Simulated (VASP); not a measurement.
# BaOs (Pm-3m) in VASP: further runs

BaOs is run at these levels: PBE; tasks: single point.

Program: VASP 6.6.1. These are calculated values, not measurements. Logs are shortened: lines on timing, memory, paths and dates and some standing lists are left out, and cuts for length are marked.

**1. The cell of the first run**

It takes space group Pm-3m (No. 221, cubic). Conventional cell: a = 3.728 Å, b = 3.728 Å, c = 3.728 Å, α = 90.00°, β = 90.00°, γ = 90.00°. Ba (site symmetry m-3m) has 8 Os at 3.23 Å and 6 Ba at 3.73 Å within 4.2 Å. Within 4.2 Å of Os (site symmetry m-3m) lie 8 Ba at 3.23 Å and 6 Os at 3.73 Å.

**2. Single point, PBE (25.91 Å³/atom)**

INCAR

```
ALGO = Normal ; EDIFF = 1E-7
ENCUT = 520 ; GGA = PE
ISIF = 2 ; ISMEAR = 0
LASPH = T ; LCHARG = T
LELF = T ; LREAL = F
LVHAR = T ; LWAVE = F
NBANDS = 16 ; NELM = 60
PREC = Accurate ; SIGMA = 0.05
```

KPOINTS

```
k-points
0
Gamma
  8 8 8
```

POSCAR

```
BaOs
1.0
    3.7279657443      0.0000000000      0.0000000000
    0.0000000000      3.7279657443      0.0000000000
    0.0000000000      0.0000000000      3.7279657443
Ba Os
1 1
Direct
    0.0000000000      0.0000000000      0.0000000000
    0.5000000000      0.5000000000      0.5000000000
```

Potentials or basis: VASP PAW PBE potentials, release 64 (Ba_sv, Os).

Started as:

```
$ cat potpaw_PBE.64/Ba_sv/POTCAR potpaw_PBE.64/Os/POTCAR > POTCAR
$ mpirun -np 1 vasp_std > vasp.out
```

OUTCAR:

```text
EDIFF = 1E-7
   ENCUT = 520
   GGA = PE
   ISIF = 2
   ISMEAR = 0
   LASPH = T
   LREAL = F
   NELM = 60
   PREC = Accurate

 ion  position               nearest neighbor table
   1  0.000  0.000  0.000-   2 3.23   2 3.23   2 3.23   2 3.23   2 3.23   2 3.23   2 3.23   2 3.23

   2  0.500  0.500  0.500-   1 3.23   1 3.23   1 3.23   1 3.23   1 3.23   1 3.23   1 3.23   1 3.23

  LATTYP: Found a simple cubic cell.
 ALAT       =     3.7279657443

  Lattice vectors:

 A1 = (   3.7279657443,   0.0000000000,   0.0000000000)
 A2 = (   0.0000000000,   3.7279657443,   0.0000000000)
 A3 = (   0.0000000000,   0.0000000000,   3.7279657443)

Analysis of symmetry for initial positions (statically):
=====================================================================
 Subroutine PRICEL returns:
 Original cell was already a primitive cell.

 Routine SETGRP: Setting up the symmetry group for a
 simple cubic supercell.

 Subroutine GETGRP returns: Found 48 space group operations
 (whereof 48 operations were pure point group operations)
 out of a pool of 48 trial point group operations.

The static configuration has the point symmetry O_h .

Analysis of symmetry for dynamics (positions and initial velocities):
=====================================================================
 Subroutine PRICEL returns:
 Original cell was already a primitive cell.

 Routine SETGRP: Setting up the symmetry group for a
 simple cubic supercell.

 Subroutine GETGRP returns: Found 48 space group operations
 (whereof 48 operations were pure point group operations)
 out of a pool of 48 trial point group operations.

The dynamic configuration has the point symmetry O_h .

 Subroutine INISYM returns: Found 48 space group operations
 (whereof 48 operations are pure point group operations),
 and found     1 'primitive' translations

----------------------------------------------------------------------------------------

                                     Primitive cell

  volume of cell :      51.8103

  direct lattice vectors                    reciprocal lattice vectors
     3.727965744  0.000000000  0.000000000     0.268242808  0.000000000  0.000000000
     0.000000000  3.727965744  0.000000000     0.000000000  0.268242808  0.000000000
     0.000000000  0.000000000  3.727965744     0.000000000  0.000000000  0.268242808

  length of vectors
     3.727965744  3.727965744  3.727965744     0.268242808  0.268242808  0.268242808

  position of ions in fractional coordinates (direct lattice)
     0.000000000  0.000000000  0.000000000
     0.500000000  0.500000000  0.500000000

  ion indices of the primitive-cell ions
   primitive index   ion index
                 1           1
                 2           2

----------------------------------------------------------------------------------------

 KPOINTS: k-points

Automatic generation of k-mesh.
 Grid dimensions read from file:
 generate k-points for:    8    8    8

 Generating k-lattice:

  Cartesian coordinates                     Fractional coordinates (reciprocal lattice)
     0.033530351  0.000000000  0.000000000     0.125000000  0.000000000  0.000000000
     0.000000000  0.033530351  0.000000000     0.000000000  0.125000000  0.000000000
     0.000000000  0.000000000  0.033530351     0.000000000  0.000000000  0.125000000

  Length of vectors
     0.033530351  0.033530351  0.033530351

  Shift w.r.t. Gamma in fractional coordinates (k-lattice)
     0.000000000  0.000000000  0.000000000

 Subroutine IBZKPT returns following result:
 ===========================================

 Found     35 irreducible k-points:

 Following reciprocal coordinates:
            Coordinates               Weight
  0.000000  0.000000  0.000000      1.000000
  0.125000  0.000000  0.000000      6.000000
  0.250000  0.000000  0.000000      6.000000
  0.375000  0.000000  0.000000      6.000000
  0.500000  0.000000  0.000000      3.000000
  0.125000  0.125000  0.000000     12.000000
[... 16 lines left out ...]
  0.375000  0.375000  0.125000     24.000000
  0.500000  0.375000  0.125000     24.000000
 [... further k-points ...]
   k-points           NKPTS =     35   k-points in BZ     NKDIM =     35   number of bands    NBANDS=     16
   number of dos      NEDOS =    301   number of ions     NIONS =      2
   total plane-waves  NPLWV =  21952
   dimension x,y,z NGX =    28 NGY =   28 NGZ =   28
   dimension x,y,z NGXF=    56 NGYF=   56 NGZF=   56
   ions per type =               1   1
   NGX,Y,Z   is equivalent  to a cutoff of  12.49, 12.49, 12.49 a.u.
   NGXF,Y,Z  is equivalent  to a cutoff of  24.97, 24.97, 24.97 a.u.
 SYSTEM =  unknown system
   PREC   = accura    normal or accurate (medium, high low for compatibility)
   ISTART =      0    job   : 0-new  1-cont  2-samecut
   ICHARG =      2    charge: 1-file 2-atom 10-const
   ISPIN  =      1    spin polarized calculation?
   LNONCOLLINEAR =      F non collinear calculations
   LSORBIT =      F    spin-orbit coupling
   LASPH  =      T    aspherical Exc in radial PAW
   ENCUT  =  520.0 eV  38.22 Ry    6.18 a.u.   6.93  6.93  6.93*2*pi/ulx,y,z
   NELM   =     60;   NELMIN=  2; NELMDL= -5     # of ELM steps
   EDIFF  = 0.1E-06   stopping-criterion for ELM
   LREAL  =      F    real-space projection
   EDIFFG = 0.1E-05   stopping-criterion for IOM
   NSW    =      0    number of steps for IOM
   IBRION =     -1    ionic relax: 0-MD 1-quasi-New 2-CG
   NFREE  =      0    steps in history (QN), initial steepest desc. (CG)
   ISIF   =      2    stress and relaxation
   ISYM   =      2    0-nonsym 1-usesym 2-fastsym
   POTIM  = 0.5000    time-step for ionic-motion
   TEBEG  =    0.0;   TEEND  =   0.0 temperature during run
   PSTRESS=    0.0 pullay stress
   NELECT =      18.0000    total number of electrons
   NUPDOWN=      -1.0000    fix difference up-down
   EMIN   =  10.00;   EMAX   =-10.00  energy-range for DOS
   EFERMI =   0.00;   METHOD = LEGACY
   ISMEAR =     0;   SIGMA  =   0.05  broadening in eV -4-tet -1-fermi 0-gaus
   EFERMI_NEDOS =   21; number of points for ismear=-14 and -15
   IALGO  =     38    algorithm
   IMIX   =      4    mixing-type and parameters
     AMIX     =   0.40;   BMIX     =  1.00
     AMIX_MAG =   1.60;   BMIX_MAG =  1.00
  volume/ion in A,a.u.               =      25.91       174.82
  Fermi-wavevector in a.u.,A,eV,Ry     =   1.150872  2.174833 18.021008  1.324507
  Thomas-Fermi vector in A             =   2.287533
   LORBIT       =      0    0 simple, 1 ext, 2 COOP (PROOUT), +10 PAW based schemes
   GGA     = PE    functional components
   LHFCALC =     F    Hartree Fock is set to
   AEXX    =    0.0000 exact exchange contribution
   IVDW    =     0    specifies the selected vdW correction
   LEPSILON=     F    determine dielectric tensor
   LRPA    =     F    only Hartree local field effects (RPA)
 non-spin polarized calculation
 Gauss-broadening in eV      SIGMA  =   0.05
  energy-cutoff  :      520.00
  volume of cell :       51.81
 maximum number of plane-waves:      1410
 NGX is ok and might be reduce to    28
   NGX = 13   NGY = 13   NGZ = 13

 number of electron      18.0000000 magnetization

 Free energy of the ion-electron system (eV)
  ---------------------------------------------------
  ext. energy  EPLUGINS =         0.00000000
  ---------------------------------------------------
  free energy    TOTEN  =        -9.99173908 eV

  energy without entropy =       -9.98585098  energy(sigma->0) =       -9.98879503

 E-fermi :   3.7069     XC(G=0): -10.7055

 val. band max:        3.6839630299   @ k =   0.3750   0.1250   0.0000
 cond. band min:       3.7156035849   @ k =   0.3750   0.3750   0.3750
 fundamental gap:      0.0316405551
 Fermi energy:         3.7068805913

 k-point     1 :       0.0000    0.0000    0.0000
  band No.  band energies     occupation
      1     -22.8130      2.00000
      2      -7.5876      2.00000
      3      -7.5876      2.00000
      4      -7.5876      2.00000
      5      -0.4429      2.00000
      6       1.3129      2.00000
[... 8 lines left out ...]
     15      12.0968      0.00000
     16      12.4050      0.00000

 k-point     2 :       0.1250    0.0000    0.0000
  band No.  band energies     occupation
      1     -22.7924      2.00000
      2      -7.8555      2.00000
      3      -7.5777      2.00000
      4      -7.5777      2.00000
      5      -0.0784      2.00000
      6       1.4090      2.00000
[... 8 lines left out ...]
     15      11.2934      0.00000
     16      12.2315      0.00000

 k-point     3 :       0.2500    0.0000    0.0000
  band No.  band energies     occupation
      1     -22.7419      2.00000
      2      -8.4231      2.00000
      3      -7.5538      2.00000
      4      -7.5538      2.00000
      5       0.8309      2.00000
      6       1.6695      2.00000
[... 8 lines left out ...]
     15      10.7280      0.00000
     16      11.8303      0.00000

 k-point     4 :       0.3750    0.0000    0.0000
  band No.  band energies     occupation
      1     -22.6903      2.00000
      2      -8.9135      2.00000
      3      -7.5298      2.00000
      4      -7.5298      2.00000
      5       1.9849      2.00000
      6       1.9893      2.00000
[... 8 lines left out ...]
     15      11.4486      0.00000
     16      12.0373      0.00000

 k-point     5 :       0.5000    0.0000    0.0000
  band No.  band energies     occupation
      1     -22.6687      2.00000
      2      -9.1002      2.00000
      3      -7.5198      2.00000
      4      -7.5198      2.00000
      5       2.1493      2.00000
      6       2.5955      2.00000
[... 8 lines left out ...]
     15      11.2949      0.00000
     16      13.5241      0.00000

 k-point     6 :       0.1250    0.1250    0.0000
  band No.  band energies     occupation
      1     -22.7723      2.00000
      2      -7.8898      2.00000
      3      -7.7782      2.00000
      4      -7.5651      2.00000
      5       0.2380      2.00000
      6       1.5650      2.00000
[... 8 lines left out ...]
     15      11.9715      0.00000
     16      12.0655      0.00000

 k-point     7 :       0.2500    0.1250    0.0000
  band No.  band energies     occupation
      1     -22.7233      2.00000
      2      -8.3910      2.00000
      3      -7.7746      2.00000
      4      -7.5346      2.00000
      5       1.0009      2.00000
      6       1.7998      2.00000
[... 8 lines left out ...]
     15      11.3770      0.00000
     16      11.7733      0.00000

 k-point     8 :       0.3750    0.1250    0.0000
  band No.  band energies     occupation
      1     -22.6732      2.00000
      2      -8.8624      2.00000
      3      -7.7308      2.00000
      4      -7.5038      2.00000
      5       1.8012      2.00000
      6       2.1475      2.00000
[... 8 lines left out ...]
     15      11.4624      0.00000
     16      12.1449      0.00000

 k-point     9 :       0.5000    0.1250    0.0000
  band No.  band energies     occupation
      1     -22.6521      2.00000
      2      -9.0431      2.00000
      3      -7.7121      2.00000
      4      -7.4910      2.00000
      5       2.0178      2.00000
      6       2.5926      2.00000
[... 8 lines left out ...]
     15      11.3250      0.00000
     16      13.4653      0.00000
[... 172 lines left out ...]
 k-point    19 :       0.5000    0.1250    0.1250
  band No.  band energies     occupation
      1     -22.6354      2.00000
      2      -8.9916      2.00000
      3      -7.6996      2.00000
      4      -7.6737      2.00000
      5       2.1827      2.00000
      6       2.2237      2.00000
[... 8 lines left out ...]
     15      11.2487      0.00000
     16      13.5812      0.00000

 k-point    20 :       0.2500    0.2500    0.1250
  band No.  band energies     occupation
      1     -22.6598      2.00000
      2      -8.3360      2.00000
      3      -8.1752      2.00000
      4      -7.7025      2.00000
      5       1.5118      2.00000
      6       2.2513      2.00000
[... 8 lines left out ...]
     15       9.9388      0.00000
     16      13.7954      0.00000

 k-point    21 :       0.3750    0.2500    0.1250
  band No.  band energies     occupation
      1     -22.6138      2.00000
      2      -8.6990      2.00000
      3      -8.1558      2.00000
      4      -7.6477      2.00000
      5       1.5185      2.00000
      6       2.4540      2.00000
[... 8 lines left out ...]
     15      10.7408      0.00000
     16      13.4173      0.00000

 k-point    22 :       0.5000    0.2500    0.1250
  band No.  band energies     occupation
      1     -22.5946      2.00000
      2      -8.8628      2.00000
      3      -8.1223      2.00000
      4      -7.6234      2.00000
      5       1.4688      2.00000
      6       2.4747      2.00000
[... 8 lines left out ...]
     15      11.1774      0.00000
     16      13.6376      0.00000

 k-point    23 :       0.3750    0.3750    0.1250
  band No.  band energies     occupation
      1     -22.5710      2.00000
      2      -8.6052      2.00000
      3      -8.5323      2.00000
      4      -7.5859      2.00000
      5       1.0628      2.00000
      6       2.3791      2.00000
[... 8 lines left out ...]
     15      11.1728      0.00000
     16      13.3335      0.00000

 k-point    24 :       0.5000    0.3750    0.1250
  band No.  band energies     occupation
      1     -22.5530      2.00000
      2      -8.7271      2.00000
      3      -8.5154      2.00000
      4      -7.5595      2.00000
      5       0.8722      2.00000
      6       2.3019      2.00000
[... 8 lines left out ...]
     15      11.6127      0.00000
     16      12.9389      0.00000

 [... further k-points ...]

------------------------ aborting loop because EDIFF is reached ----------------------------------------

  FORCE on cell =-STRESS in cart. coord.  units (eV):
  Direction    XX          YY          ZZ          XY          YZ          ZX
  --------------------------------------------------------------------------------------
  -------------------------------------------------------------------------------------
  Total        0.5797044      0.5797044      0.5797044      0.0000000     -0.0000000     -0.0000000
  in kB       17.9267440     17.9267440     17.9267440      0.0000000     -0.0000000     -0.0000000
  external PRESSURE =      17.9267440 kB  Pullay stress =       0.0000000 kB

 VOLUME and BASIS-vectors are now :
 -----------------------------------------------------------------------------
  energy-cutoff  :      520.00
  volume of cell :       51.81
      direct lattice vectors                 reciprocal lattice vectors
     3.727965744  0.000000000  0.000000000     0.268242808  0.000000000  0.000000000
     0.000000000  3.727965744  0.000000000     0.000000000  0.268242808  0.000000000
     0.000000000  0.000000000  3.727965744     0.000000000  0.000000000  0.268242808

 POSITION                                       TOTAL-FORCE (eV/Angst)
 -----------------------------------------------------------------------------------
      0.00000      0.00000      0.00000         0.000000      0.000000      0.000000
      1.86398      1.86398      1.86398         0.000000      0.000000      0.000000
 -----------------------------------------------------------------------------------
    total drift:                                0.000000      0.000000      0.000000

  FREE ENERGIE OF THE ION-ELECTRON SYSTEM (eV)
  ---------------------------------------------------
  free  energy   TOTEN  =        -9.9917390845 eV

  energy  without entropy=       -9.9858509818  energy(sigma->0) =       -9.98879503
```

Run time: 14 s. Hardware: 1 thread of Intel Xeon Platinum 8488C (Sapphire Rapids), shared host; peak memory 0.17 GiB.

Results:

* Free energy: -9.9917 eV
* Pressure: 1.8 GPa
* Band gap on the k mesh: zero (bands 9 and 10 overlap by 1.19 eV)

Levels at points of the mesh, in eV from the Fermi level:
| k point | band 7 | band 8 | band 9 | band 10 | band 11 | band 12 |
| --- | --- | --- | --- | --- | --- | --- |
| (0.00, 0.00, 0.00) | -2.39 | -0.23 | -0.23 | -0.23 | 4.07 | 4.07 |
| (0.50, 0.00, 0.00) | -0.18 | -0.09 | -0.09 | 0.06 | 1.08 | 2.12 |
| (0.50, 0.50, 0.00) | -1.15 | -1.15 | 0.73 | 0.83 | 3.91 | 3.91 |
| (0.50, 0.50, 0.50) | -0.12 | 0.02 | 0.02 | 0.02 | 0.78 | 0.78 |

Caveat: spin-orbit coupling is left out, which moves the levels of the heavy elements.

(Part 1 of 2 ends here.)

The gap in the log of VASP goes by the Fermi energy; the results here count the filled bands.